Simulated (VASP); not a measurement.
# Y (P-1) in VASP: notebook, part 2 of 2

VASP 6.6.1. The steps go on from the part before.

### 3 Single point, PBE

Input file INCAR:

```
PREC = Accurate
ENCUT = 520
EDIFF = 1E-6
ISMEAR = -1
SIGMA = 0.01
LREAL = F
LASPH = T
NELM = 80
ALGO = Normal
ISIF = 2
LWAVE = F
LCHARG = F
GGA = PE
NBANDS = 18
```

Input file KPOINTS:

```
regular mesh
0
Gamma
  5 5 3
```

Input file POSCAR:

```
Y
1.0
    3.6474000000      0.0000000000      0.0000000000
   -1.8237000000      3.1587410578      0.0000000000
    0.0000000000      0.0000000000      5.7306000000
Y
2
Direct
    0.6650370000      0.3502620000      0.7515040000
    0.2988530000      0.6159180000      0.2126720000
```

Potentials or basis: VASP PAW PBE potentials, release 64 (Y_sv).

The run is started by

```console
$ cat potpaw_PBE.64/Y_sv/POTCAR > POTCAR
$ mpirun -np 1 vasp_std > vasp.out
```

OUTCAR:

```text
PREC = Accurate
   ENCUT = 520
   EDIFF = 1E-6
   ISMEAR = -1
   LREAL = F
   LASPH = T
   NELM = 80
   ISIF = 2
   GGA = PE

 ion  position               nearest neighbor table
   1  0.665  0.350  0.752-   2 3.32   2 3.32   2 3.52   2 3.68   2 3.68   2 3.86
   2  0.299  0.616  0.213-   1 3.32   1 3.32   1 3.52   1 3.68   1 3.68   1 3.86

  LATTYP: Found a hexagonal cell.
 ALAT       =     3.6474000000
 C/A-ratio  =     1.5711465702

  Lattice vectors:

 A1 = (   3.6474000000,   0.0000000000,   0.0000000000)
 A2 = (  -1.8237000000,   3.1587410578,   0.0000000000)
 A3 = (   0.0000000000,   0.0000000000,   5.7306000000)

Analysis of symmetry for initial positions (statically):
=====================================================================
 Subroutine PRICEL returns:
 Original cell was already a primitive cell.

 Routine SETGRP: Setting up the symmetry group for a
 hexagonal supercell.

 Subroutine GETGRP returns: Found  2 space group operations
 (whereof  1 operations were pure point group operations)
 out of a pool of 24 trial point group operations.

The static configuration has the point symmetry C_1 .
 The point group associated with its full space group is S_2 .

Analysis of symmetry for dynamics (positions and initial velocities):
=====================================================================
 Subroutine PRICEL returns:
 Original cell was already a primitive cell.

 Routine SETGRP: Setting up the symmetry group for a
 hexagonal supercell.

 Subroutine GETGRP returns: Found  2 space group operations
 (whereof  1 operations were pure point group operations)
 out of a pool of 24 trial point group operations.

The dynamic configuration has the point symmetry C_1 .
 The point group associated with its full space group is S_2 .

 Subroutine INISYM returns: Found  2 space group operations
 (whereof  1 operations are pure point group operations),
 and found     1 'primitive' translations

----------------------------------------------------------------------------------------

                                     Primitive cell

  volume of cell :      66.0233

  direct lattice vectors                    reciprocal lattice vectors
     3.647400000  0.000000000  0.000000000     0.274167900  0.158290911  0.000000000
    -1.823700000  3.158741058  0.000000000     0.000000000  0.316581822  0.000000000
     0.000000000  0.000000000  5.730600000     0.000000000  0.000000000  0.174501797

  length of vectors
     3.647400000  3.647400000  5.730600000     0.316581822  0.316581822  0.174501797

  position of ions in fractional coordinates (direct lattice)
     0.665037000  0.350262000  0.751504000
     0.298853000  0.615918000  0.212672000

  ion indices of the primitive-cell ions
   primitive index   ion index
                 1           1
                 2           2

----------------------------------------------------------------------------------------

 KPOINTS: regular mesh

Automatic generation of k-mesh.
 Grid dimensions read from file:
 generate k-points for:    5    5    3

 Generating k-lattice:

  Cartesian coordinates                     Fractional coordinates (reciprocal lattice)
     0.054833580  0.031658182  0.000000000     0.200000000 -0.000000000  0.000000000
     0.000000000  0.063316364  0.000000000     0.000000000  0.200000000  0.000000000
     0.000000000  0.000000000  0.058167266     0.000000000  0.000000000  0.333333333

  Length of vectors
     0.063316364  0.063316364  0.058167266

  Shift w.r.t. Gamma in fractional coordinates (k-lattice)
     0.000000000  0.000000000  0.000000000

 Subroutine IBZKPT returns following result:
 ===========================================

 Found     38 irreducible k-points:

 Following reciprocal coordinates:
            Coordinates               Weight
  0.000000  0.000000  0.000000      1.000000
  0.200000  0.000000  0.000000      2.000000
  0.000000  0.200000  0.000000      2.000000
 -0.200000  0.200000  0.000000      2.000000
  0.400000  0.000000  0.000000      2.000000
  0.000000  0.400000  0.000000      2.000000
[... 16 lines left out ...]
 -0.400000  0.400000  0.333333      2.000000
 -0.400000 -0.000000  0.333333      2.000000
 [... further k-points ...]
   k-points           NKPTS =     38   k-points in BZ     NKDIM =     38   number of bands    NBANDS=     18
   number of dos      NEDOS =    301   number of ions     NIONS =      2
   total plane-waves  NPLWV =  37632
   dimension x,y,z NGX =    28 NGY =   28 NGZ =   48
   dimension x,y,z NGXF=    56 NGYF=   56 NGZF=   96
   ions per type =               2
   NGX,Y,Z   is equivalent  to a cutoff of  12.76, 12.76, 13.92 a.u.
   NGXF,Y,Z  is equivalent  to a cutoff of  25.52, 25.52, 27.85 a.u.
 SYSTEM =  unknown system
   PREC   = accura    normal or accurate (medium, high low for compatibility)
   ISTART =      0    job   : 0-new  1-cont  2-samecut
   ICHARG =      2    charge: 1-file 2-atom 10-const
   ISPIN  =      1    spin polarized calculation?
   LNONCOLLINEAR =      F non collinear calculations
   LSORBIT =      F    spin-orbit coupling
   LASPH  =      T    aspherical Exc in radial PAW
   ENCUT  =  520.0 eV  38.22 Ry    6.18 a.u.   6.78  6.78 10.66*2*pi/ulx,y,z
   NELM   =     80;   NELMIN=  2; NELMDL= -5     # of ELM steps
   EDIFF  = 0.1E-05   stopping-criterion for ELM
   LREAL  =      F    real-space projection
   EDIFFG = 0.1E-04   stopping-criterion for IOM
   NSW    =      0    number of steps for IOM
   IBRION =     -1    ionic relax: 0-MD 1-quasi-New 2-CG
   NFREE  =      0    steps in history (QN), initial steepest desc. (CG)
   ISIF   =      2    stress and relaxation
   ISYM   =      2    0-nonsym 1-usesym 2-fastsym
   POTIM  = 0.5000    time-step for ionic-motion
   TEBEG  =    0.0;   TEEND  =   0.0 temperature during run
   PSTRESS=    0.0 pullay stress
   NELECT =      22.0000    total number of electrons
   NUPDOWN=      -1.0000    fix difference up-down
   EMIN   =  10.00;   EMAX   =-10.00  energy-range for DOS
   EFERMI =   0.00;   METHOD = LEGACY
   ISMEAR =    -1;   SIGMA  =   0.01  broadening in eV -4-tet -1-fermi 0-gaus
   EFERMI_NEDOS =   21; number of points for ismear=-14 and -15
   IALGO  =     38    algorithm
   IMIX   =      4    mixing-type and parameters
     AMIX     =   0.40;   BMIX     =  1.00
     AMIX_MAG =   1.60;   BMIX_MAG =  1.00
  volume/ion in A,a.u.               =      33.01       222.77
  Fermi-wavevector in a.u.,A,eV,Ry     =   1.134967  2.144777 17.526345  1.288150
  Thomas-Fermi vector in A             =   2.271671
   LORBIT       =      0    0 simple, 1 ext, 2 COOP (PROOUT), +10 PAW based schemes
   GGA     = PE    functional components
[... 5 lines left out ...]
 non-spin polarized calculation
  energy-cutoff  :      520.00
  volume of cell :       66.02
 maximum number of plane-waves:      1785
   NGX = 13   NGY = 13   NGZ = 21

 number of electron      22.0000001 magnetization

 Free energy of the ion-electron system (eV)
  ---------------------------------------------------
  ext. energy  EPLUGINS =         0.00000000
  ---------------------------------------------------
  free energy    TOTEN  =       -12.72060359 eV

  energy without entropy =      -12.71916552  energy(sigma->0) =      -12.71988455

 E-fermi :   2.9564     XC(G=0):  -9.3876

 val. band max:        2.9346044703   @ k =   0.0000  -0.2000   0.3333
 cond. band min:       2.9779500183   @ k =   0.0000   0.2000   0.0000
 fundamental gap:      0.0433455480
 Fermi energy:         2.9563972888

 k-point     1 :       0.0000    0.0000    0.0000
  band No.  band energies     occupation
      1     -39.6914      2.00000
      2     -39.6037      2.00000
      3     -20.0017      2.00000
      4     -19.5165      2.00000
      5     -19.4666      2.00000
      6     -19.4103      2.00000
[... 10 lines left out ...]
     17       5.7865      0.00000
     18       6.2593      0.00000

 k-point     2 :       0.2000    0.0000    0.0000
  band No.  band energies     occupation
      1     -39.6715      2.00000
      2     -39.5997      2.00000
      3     -19.9359      2.00000
      4     -19.6431      2.00000
      5     -19.5219      2.00000
      6     -19.5123      2.00000
[... 10 lines left out ...]
     17       5.8140      0.00000
     18       6.2176      0.00000
[... 442 lines left out ...]
 k-point    24 :      -0.4000   -0.0000    0.3333
  band No.  band energies     occupation
      1     -39.6275      2.00000
      2     -39.6051      2.00000
      3     -19.9370      2.00000
      4     -19.8545      2.00000
      5     -19.5913      2.00000
      6     -19.5537      2.00000
[... 10 lines left out ...]
     17       7.3734      0.00000
     18       7.7144      0.00000

 [... further k-points ...]
[... 5 lines left out ...]
  --------------------------------------------------------------------------------------
  -------------------------------------------------------------------------------------
  Total        0.1363799     -0.1943658      0.0911369     -0.0061817      0.1781850     -0.0062703
  in kB        3.3095085     -4.7166426      2.2116032     -0.1500094      4.3239843     -0.1521608
  external PRESSURE =       0.2681564 kB  Pullay stress =       0.0000000 kB

 VOLUME and BASIS-vectors are now :
 -----------------------------------------------------------------------------
  energy-cutoff  :      520.00
  volume of cell :       66.02
      direct lattice vectors                 reciprocal lattice vectors
     3.647400000  0.000000000  0.000000000     0.274167900  0.158290911  0.000000000
    -1.823700000  3.158741058  0.000000000     0.000000000  0.316581822  0.000000000
     0.000000000  0.000000000  5.730600000     0.000000000  0.000000000  0.174501797

 POSITION                                       TOTAL-FORCE (eV/Angst)
 -----------------------------------------------------------------------------------
      1.78688      1.10639      4.30657         0.006014     -0.119436     -0.811660
     -0.03321      1.94553      1.21874        -0.006014      0.119436      0.811660
 -----------------------------------------------------------------------------------
    total drift:                               -0.000000      0.000001     -0.000003

  FREE ENERGIE OF THE ION-ELECTRON SYSTEM (eV)
  ---------------------------------------------------
  free  energy   TOTEN  =       -12.7206035880 eV

  energy  without entropy=      -12.7191655158  energy(sigma->0) =      -12.71988455
```

OSZICAR:

```text
N       E                     dE             d eps       ncg     rms          rms(c)
DAV:   1     0.898857915475E+02    0.89886E+02   -0.11341E+04  1368   0.115E+03
DAV:   2    -0.565991680142E+01   -0.95546E+02   -0.93924E+02  1718   0.260E+02
DAV:   3    -0.129231959862E+02   -0.72633E+01   -0.71883E+01  2382   0.434E+01
DAV:   4    -0.131315718232E+02   -0.20838E+00   -0.20821E+00  1702   0.757E+00
DAV:   5    -0.131372665191E+02   -0.56947E-02   -0.56931E-02  2004   0.944E-01    0.327E+01
DAV:   6    -0.127829938170E+02    0.35427E+00   -0.65261E-01  1442   0.453E+00    0.196E+01
DAV:   7    -0.127228465415E+02    0.60147E-01   -0.68716E-01  1576   0.488E+00    0.228E+00
DAV:   8    -0.127234789477E+02   -0.63241E-03   -0.88910E-02  1888   0.144E+00    0.971E-01
DAV:   9    -0.127205473121E+02    0.29316E-02   -0.12856E-02  1524   0.747E-01    0.269E-01
DAV:  10    -0.127206011854E+02   -0.53873E-04   -0.15936E-03  1922   0.260E-01    0.892E-02
DAV:  11    -0.127206010135E+02    0.17187E-06   -0.59783E-05  2072   0.434E-02    0.214E-02
DAV:  12    -0.127206045276E+02   -0.35142E-05   -0.46781E-06  1628   0.175E-02    0.111E-02
DAV:  13    -0.127206035880E+02    0.93965E-06   -0.90923E-07  1076   0.844E-03
   1 F= -.12720604E+02 E0= -.12719885E+02  d E =-.143807E-02
```

It took 42 s on 1 thread of Intel Xeon 6975P-C, shared host; peak memory 0.22 GiB.

What came out:

```
Free energy            : -12.7206 eV
Pressure               : 0.0 GPa
Largest force          : 0.820 eV/Å
Band gap on the k mesh : zero (band 11 reaches 3.73 eV, above the bottom of band 12 at 2.66 eV)
```

Forces in eV/Å, atoms in the order of the input:
```
Y    0.006 -0.119 -0.812
Y   -0.006  0.119  0.812
```

Stress tensor (GPa, compression positive):
```
 0.33 -0.02 -0.02
-0.02 -0.47  0.43
-0.02  0.43  0.22
```

Levels at points of the mesh, in eV from the Fermi level:
```tsv
k point	band 8	band 9	band 10	band 11	band 12	band 13	band 14	band 15
(0.00, 0.00, 0.00)	-22.32	-4.64	-1.83	0.78	1.65	1.83	1.91	2.19
```

Caveat: the k points lie up to 0.40 Å⁻¹ apart.
